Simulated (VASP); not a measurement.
Set up this calculation in VASP 6.6.1, as the native input.

```yaml
Task: single point
Functional: PBEsol
Potentials_or_basis: VASP PAW PBE potentials, release 64 (Nb_sv)
Cutoff: 520 eV
k_mesh: 13 × 13 × 1
Occupations: gaussian, width 0.1 eV
Spin: no spin polarisation
Dipole_correction: yes
Further_INCAR_settings: ALGO = Fast; EDIFF = 1e-07; NBANDS = 40
```

The structure of Nb lies in POSCAR:

```
Nb
1.0
    2.8340200723      0.0000000000      0.0000000000
   -0.9446733574      2.6719397482      0.0000000000
    0.0000000000      0.0000000000     24.2558707973
Nb
5
Direct
    0.5000000000      0.5000000000      0.3132665126
    0.0000000000      0.0000000000      0.4047377910
    0.5000000000      0.5000000000      0.4999999991
    0.0000000000      0.0000000000      0.5952622090
    0.5000000000      0.5000000000      0.6867334883
```

One way to write it, as run:

INCAR

```
SYSTEM = Nb
PREC = Accurate ; ENCUT = 520
EDIFF = 1E-7 ; ISMEAR = 0
SIGMA = 0.1 ; LREAL = .FALSE.
LASPH = .TRUE. ; NELM = 60
ALGO = Fast ; ISIF = 2
LWAVE = .FALSE. ; LCHARG = .FALSE.
LDIPOL = .TRUE. ; IDIPOL = 3
DIPOL = 0.5 0.5 0.500 ; GGA = PS
NBANDS = 40
```

KPOINTS

```
Automatic mesh
0
G
  13 13 1
  0 0 0
```

Potentials or basis: VASP PAW PBE potentials, release 64 (Nb_sv).

Command:

```sh
$ cat potpaw_PBE.64/Nb_sv/POTCAR > POTCAR
$ mpirun -np 1 vasp_std > vasp.out
```

Results of the run:

```yaml
Largest_force: 0.010 eV/Å
Band_gap_on_the_k_mesh: zero (an odd number of electrons rules out a gap without spin polarisation)
```

Caveat: the PAW data sets were made with another functional, which shifts forces and pressure a little.

Wall time 15 min on 1 thread of Intel(R) Xeon(R) 6975P-C (Granite Rapids), with other jobs on the host, peak memory 0.47 GiB.
